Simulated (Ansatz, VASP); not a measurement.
Two plane-wave programs on Rh

```
Rh
1.0
    -0.09385    1.85207    1.87704
     1.85207   -0.09385    1.87704
     1.75822    1.75822    0.00000
Rh
1
Direct
  0.00000 0.00000 0.00000
```

Change from the starting cell: engineering shear strain xy -0.1000, equal normal strain along x and y -0.0133.

Alike in both runs: task single point; functional LDA; k mesh 20 × 20 × 20; occupations gaussian, width 0.15 eV; no spin polarisation.

```csv
,VASP,Ansatz
version,VASP 6.6.1,Ansatz 0.2.0
potentials or method,"VASP PAW LDA potentials, release 64 (Rh_pv), cutoff 520 eV","scalar-relativistic, plane waves, PAW"
valence electrons in the cell,15,17
```

VASP gave:

```
gap on the k mesh at the Fermi level (eV)                     : none
pressure (GPa)                                                : 14.6
traceless stress, the component that is largest in VASP (GPa) : 26.22
```

**Question.** Which values does Ansatz return?

**Answer.** gap on the k mesh at the Fermi level (eV): none; pressure (GPa): 13.8; traceless stress, the component that is largest in VASP (GPa): 26.09.

Ansatz warns that its potentials were made for another functional, while VASP's fit it. LDA's correlation is that of Perdew and Zunger in VASP and of Perdew and Wang (1992) in Ansatz. A gap of «none» marks a metal or a gap that the smearing closes. VASP's potentials hold 15 valence electrons a cell and Ansatz's 17, so a difference there can come from the potentials and not from the codes.
